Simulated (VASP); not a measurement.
# Sc (Fm-3m) in VASP: notebook

Runs on Sc. Level: LDA. Tasks: single point.

All numbers are computed with VASP 6.6.1; they aren't measurements. Logs are shortened: lines on timing, memory, paths and dates and some standing lists are left out, and cuts for length are marked.

### Step 1. The cell of the first run

Symmetry: Fm-3m, No. 225, cubic system. Conventional cell: a = 3.778 Å, b = 3.778 Å, c = 3.778 Å, α = 90.00°, β = 90.00°, γ = 90.00°. Sc (site symmetry m-3m) has 12 Sc at 2.67 Å within 3.5 Å.

### Step 2. Single point, LDA (volume scaled by 0.6)

File INCAR:

```
SYSTEM = Sc
PREC = Accurate ; ENCUT = 520
EDIFF = 1E-7 ; ISMEAR = -1
SIGMA = 0.1 ; LREAL = .FALSE.
LASPH = .TRUE. ; NELM = 60
ALGO = Normal ; ISIF = 2
LWAVE = .FALSE. ; LCHARG = .FALSE.
NBANDS = 12
```

File KPOINTS:

```
Automatic mesh
0
G
  15 15 15
  0 0 0
```

File POSCAR:

```
Sc
1.0
    0.0000000000      1.8888729972      1.8888729972
    1.8888729972      0.0000000000      1.8888729972
    1.8888729972      1.8888729972      0.0000000000
Sc
1
Direct
    0.0000000000      0.0000000000      0.0000000000
```

Potentials or basis: VASP PAW LDA potentials, release 64 (Sc_sv).

On the command line:

```console
cat potpaw_LDA.64/Sc_sv/POTCAR > POTCAR
mpirun -np 1 vasp_std > vasp.out
```

OUTCAR:

```text
SYSTEM = Sc
   PREC = Accurate
   ENCUT = 520
   EDIFF = 1E-7
   ISMEAR = -1
   LREAL = .FALSE.
   LASPH = .TRUE.
   NELM = 60
   ISIF = 2

 ion  position               nearest neighbor table
   1  0.000  0.000  0.000-

  LATTYP: Found a face centered cubic cell.
 ALAT       =     3.7777459944

  Lattice vectors:

 A1 = (   0.0000000000,   1.8888729972,   1.8888729972)
 A2 = (   1.8888729972,   0.0000000000,   1.8888729972)
 A3 = (   1.8888729972,   1.8888729972,   0.0000000000)

Analysis of symmetry for initial positions (statically):
[... 5 lines left out ...]
 face centered cubic supercell.

 Subroutine GETGRP returns: Found 48 space group operations
 (whereof 48 operations were pure point group operations)
 out of a pool of 48 trial point group operations.

The static configuration has the point symmetry O_h .

Analysis of symmetry for dynamics (positions and initial velocities):
[... 5 lines left out ...]
 face centered cubic supercell.

 Subroutine GETGRP returns: Found 48 space group operations
 (whereof 48 operations were pure point group operations)
 out of a pool of 48 trial point group operations.

The dynamic configuration has the point symmetry O_h .

 Subroutine INISYM returns: Found 48 space group operations
 (whereof 48 operations are pure point group operations),
 and found     1 'primitive' translations

----------------------------------------------------------------------------------------

                                     Primitive cell

  volume of cell :      13.4784

  direct lattice vectors                    reciprocal lattice vectors
     0.000000000  1.888872997  1.888872997    -0.264708109  0.264708109  0.264708109
     1.888872997  0.000000000  1.888872997     0.264708109 -0.264708109  0.264708109
     1.888872997  1.888872997  0.000000000     0.264708109  0.264708109 -0.264708109

  length of vectors
     2.671269810  2.671269810  2.671269810     0.458487895  0.458487895  0.458487895

  position of ions in fractional coordinates (direct lattice)
     0.000000000  0.000000000  0.000000000

  ion indices of the primitive-cell ions
   primitive index   ion index
                 1           1

----------------------------------------------------------------------------------------

 KPOINTS: Automatic mesh

Automatic generation of k-mesh.
 Grid dimensions read from file:
 generate k-points for:   15   15   15

 Generating k-lattice:
[... 59 lines left out ...]
   LASPH  =      T    aspherical Exc in radial PAW
   ENCUT  =  520.0 eV  38.22 Ry    6.18 a.u.   4.97  4.97  4.97*2*pi/ulx,y,z
   NELM   =     60;   NELMIN=  2; NELMDL= -5     # of ELM steps
   EDIFF  = 0.1E-06   stopping-criterion for ELM
   LREAL  =      F    real-space projection
   EDIFFG = 0.1E-05   stopping-criterion for IOM
   NSW    =      0    number of steps for IOM
   IBRION =     -1    ionic relax: 0-MD 1-quasi-New 2-CG
   NFREE  =      0    steps in history (QN), initial steepest desc. (CG)
   ISIF   =      2    stress and relaxation
   ISYM   =      2    0-nonsym 1-usesym 2-fastsym
   POTIM  = 0.5000    time-step for ionic-motion
   TEBEG  =    0.0;   TEEND  =   0.0 temperature during run
   PSTRESS=    0.0 pullay stress
   NELECT =      11.0000    total number of electrons
   NUPDOWN=      -1.0000    fix difference up-down
   EMIN   =  10.00;   EMAX   =-10.00  energy-range for DOS
   EFERMI =   0.00;   METHOD = LEGACY
   ISMEAR =    -1;   SIGMA  =   0.10  broadening in eV -4-tet -1-fermi 0-gaus
   EFERMI_NEDOS =   21; number of points for ismear=-14 and -15
   IALGO  =     38    algorithm
   IMIX   =      4    mixing-type and parameters
     AMIX     =   0.40;   BMIX     =  1.00
     AMIX_MAG =   1.60;   BMIX_MAG =  1.00
  volume/ion in A,a.u.               =      13.48        90.96
  Fermi-wavevector in a.u.,A,eV,Ry     =   1.529888  2.891069 31.845215  2.340557
  Thomas-Fermi vector in A             =   2.637447
   LORBIT       =      0    0 simple, 1 ext, 2 COOP (PROOUT), +10 PAW based schemes
   GGA     = CA    functional components
   LHFCALC =     F    Hartree Fock is set to
   AEXX    =    0.0000 exact exchange contribution
   IVDW    =     0    specifies the selected vdW correction
   LEPSILON=     F    determine dielectric tensor
   LRPA    =     F    only Hartree local field effects (RPA)
 non-spin polarized calculation
  energy-cutoff  :      520.00
  volume of cell :       13.48
 maximum number of plane-waves:       375
   NGX =  9   NGY =  9   NGZ =  9

 number of electron      10.9999998 magnetization

 Free energy of the ion-electron system (eV)
  ---------------------------------------------------
  ext. energy  EPLUGINS =         0.00000000
  ---------------------------------------------------
  free energy    TOTEN  =        -5.43356400 eV

  energy without entropy =       -5.40182410  energy(sigma->0) =       -5.41769405

 E-fermi :   7.8362     XC(G=0): -12.9386

 val. band max:        7.8330350239   @ k =  -0.4667   0.2000   0.0000
 cond. band min:       7.9209367785   @ k =  -0.2000   0.3333   0.1333
 fundamental gap:      0.0879017547
 Fermi energy:         7.8362123381

 k-point     1 :       0.0000    0.0000    0.0000
  band No.  band energies     occupation
      1     -40.0591      2.00000
      2     -17.5950      2.00000
      3     -17.5950      2.00000
      4     -17.5950      2.00000
      5       2.6602      2.00000
      6      10.0230      0.00000
      7      10.0230      0.00000
      8      10.0230      0.00000
      9      12.9287      0.00000
     10      12.9287      0.00000
     11      24.2611      0.00000
     12      30.4066      0.00000
[... 331 lines left out ...]
 k-point    24 :       0.2000    0.1333    0.0000
  band No.  band energies     occupation
      1     -39.8374      2.00000
      2     -18.3480      2.00000
      3     -17.8135      2.00000
      4     -17.7939      2.00000
      5       4.3079      2.00000
      6       8.6129      0.00085
      7      10.7497      0.00000
      8      10.9167      0.00000
      9      11.6664      0.00000
     10      13.3631      0.00000
     11      26.7929      0.00000
     12      26.9484      0.00000

 [... further k-points ...]
[... 5 lines left out ...]
  --------------------------------------------------------------------------------------
  -------------------------------------------------------------------------------------
  Total        5.3551623      5.3551623      5.3551623      0.0000000      0.0000000      0.0000000
  in kB      636.5682181    636.5682181    636.5682181      0.0000000      0.0000000      0.0000000
  external PRESSURE =     636.5682181 kB  Pullay stress =       0.0000000 kB

 VOLUME and BASIS-vectors are now :
 -----------------------------------------------------------------------------
  energy-cutoff  :      520.00
  volume of cell :       13.48
      direct lattice vectors                 reciprocal lattice vectors
     0.000000000  1.888872997  1.888872997    -0.264708109  0.264708109  0.264708109
     1.888872997  0.000000000  1.888872997     0.264708109 -0.264708109  0.264708109
     1.888872997  1.888872997  0.000000000     0.264708109  0.264708109 -0.264708109

 POSITION                                       TOTAL-FORCE (eV/Angst)
 -----------------------------------------------------------------------------------
      0.00000      0.00000      0.00000         0.000000      0.000000      0.000000
 -----------------------------------------------------------------------------------
    total drift:                                0.000000      0.000000      0.000000

  FREE ENERGIE OF THE ION-ELECTRON SYSTEM (eV)
  ---------------------------------------------------
  free  energy   TOTEN  =        -5.4335640003 eV

  energy  without entropy=       -5.4018240990  energy(sigma->0) =       -5.41769405
```

stdout:

```text
POSCAR found type information on POSCAR Sc
 POSCAR found :  1 types and       1 ions
 scaLAPACK will be used
 LDA part: xc-table for (Slater(with rela. corr.)+CA(PZ))
 , standard interpolation
 POSCAR, INCAR and KPOINTS ok, starting setup
 FFT: planning ... GRIDC
 FFT: planning ... GRID_SOFT
 FFT: planning ... GRID
 WAVECAR not read
 entering main loop
```

Run time: 6.2 s. Hardware: 1 thread of Intel Xeon 6975P-C (Granite Rapids), shared host; peak memory 0.13 GiB.

What came out:

* Free energy: -5.4336 eV
* Pressure: 63.7 GPa

Levels at points of the mesh, in eV from the Fermi level:
```tsv
k point	band 2	band 3	band 4	band 5	band 6	band 7	band 8	band 9
(0.00, 0.00, 0.00)	-25.43	-25.43	-25.43	-5.18	2.19	2.19	2.19	5.09
```

### Step 3. Single point, LDA (volume scaled by 0.7)

File INCAR:

```
SYSTEM = Sc
PREC = Accurate
ENCUT = 520
EDIFF = 1E-6
ISMEAR = -1
SIGMA = 0.1
LREAL = .FALSE.
LASPH = .TRUE.
NELM = 80
ALGO = Normal
ISIF = 2
LWAVE = .FALSE.
LCHARG = .FALSE.
NBANDS = 12
```

File KPOINTS:

```
regular mesh
0
G
  15 15 15
  0 0 0
```

File POSCAR:

```
Sc
1.0
    0.0000000000      1.9884668474      1.9884668474
    1.9884668474      0.0000000000      1.9884668474
    1.9884668474      1.9884668474      0.0000000000
Sc
1
Direct
    0.0000000000      0.0000000000      0.0000000000
```

Potentials or basis: VASP PAW LDA potentials, release 64 (Sc_sv).

On the command line:

```console
cat potpaw_LDA.64/Sc_sv/POTCAR > POTCAR
mpirun -np 1 vasp_std > vasp.out
```

Run time: 6.4 s. Hardware: 1 thread of Intel Xeon 6975P-C (Granite Rapids), shared host; peak memory 0.14 GiB.

The run converged. Its results:

- Free energy: -6.1174 eV
- Pressure: 35.8 GPa

Levels at points of the mesh, in eV from the Fermi level:
```csv
k point,band 1,band 2,band 3,band 4,band 5,band 6,band 7,band 8,band 9,band 10
"(0.00, 0.00, 0.00)",-47.94,-26.02,-26.02,-26.02,-5.47,2.07,2.07,2.07,4.49,4.49
```

### Step 4. Single point, LDA (volume scaled by 0.7)

File INCAR:

```
SYSTEM = Sc
  PREC = Accurate
  ENCUT = 520
  EDIFF = 1E-6
  ISMEAR = -1
  SIGMA = 0.1
  LREAL = .FALSE.
  LASPH = .TRUE.
  NELM = 60
  ALGO = Normal
  ISIF = 2
  LWAVE = .FALSE.
  LCHARG = .TRUE.
  GGA = CA
  LELF = .TRUE.
  LVHAR = .TRUE.
  NBANDS = 12
```

KPOINTS is that of step 3.

POSCAR is that of step 3.

On the command line:

```console
cat potpaw_LDA.64/Sc_sv/POTCAR > POTCAR
mpirun -np 1 vasp_std > vasp.out
```

It took 6.7 s on 1 thread of Intel Xeon 6975P-C (Granite Rapids), shared host; peak memory 0.14 GiB.

Results (log left out):

```
Free energy : -6.1174 eV
Pressure    : 35.8 GPa
```

Levels at points of the mesh, in eV from the Fermi level:
```tsv
k point	band 2	band 3	band 4	band 5	band 6	band 7	band 8	band 9
(0.00, 0.00, 0.00)	-26.02	-26.02	-26.02	-5.47	2.07	2.07	2.07	4.49
```

### Step 5. Single point, LDA (volume scaled by 0.8)

File INCAR:

```
SYSTEM = Sc
PREC     = Accurate       ! precision mode
ENCUT    = 520            ! plane-wave cutoff, eV
EDIFF    = 1E-6           ! SCF threshold, eV
ISMEAR   = -1             ! smearing method
SIGMA    = 0.1            ! smearing width, eV
LREAL    = .FALSE.        ! projectors in reciprocal space
LASPH    = .TRUE.         ! aspherical terms in the spheres
NELM     = 80             ! most SCF steps
ALGO     = Normal         ! electronic algorithm
ISIF     = 2              ! what is computed and relaxed
LWAVE    = .FALSE.        ! write WAVECAR
LCHARG   = .FALSE.        ! write CHGCAR
NBANDS   = 12             ! bands
```

File KPOINTS:

```
Automatic mesh
0
G
  15 15 15
  0 0 0
```

File POSCAR:

```
Sc
1.0
    0.0000000000      2.0789737397      2.0789737397
    2.0789737397      0.0000000000      2.0789737397
    2.0789737397      2.0789737397      0.0000000000
Sc
1
Direct
    0.0000000000      0.0000000000      0.0000000000
```

On the command line:

```console
cat potpaw_LDA.64/Sc_sv/POTCAR > POTCAR
mpirun -np 1 vasp_std > vasp.out
```

Wall time 6.8 s (1 thread of Intel Xeon 6975P-C (Granite Rapids), shared host); peak memory 0.14 GiB.

The run converged. Its results:

```yaml
Free_energy: -6.4885 eV
Pressure: 18.3 GPa
```

Levels at points of the mesh, in eV from the Fermi level:
```csv
k point,band 1,band 2,band 3,band 4,band 5,band 6,band 7,band 8,band 9,band 10
"(0.00, 0.00, 0.00)",-48.12,-26.51,-26.51,-26.51,-5.52,1.92,1.92,1.92,3.99,3.99
```

### Step 6. The runs side by side

| cell | gap on the mesh (eV) | pressure (GPa) |
| --- | --- | --- |
| a = 2.671 Å, angles 60.0°, 1 atom | none | 63.7 |
| a = 2.812 Å, angles 60.0°, 1 atom | none | 35.8 |
| a = 2.940 Å, angles 60.0°, 1 atom | none | 18.3 |

Alike in all rows: task single point; level LDA; potentials or basis VASP PAW LDA potentials, release 64 (Sc_sv); no spin polarisation; k mesh 15 × 15 × 15; cutoff (eV) 520; smearing fermi-dirac 0.1 eV.

Absolute energies hang on the potentials; compare differences alone.
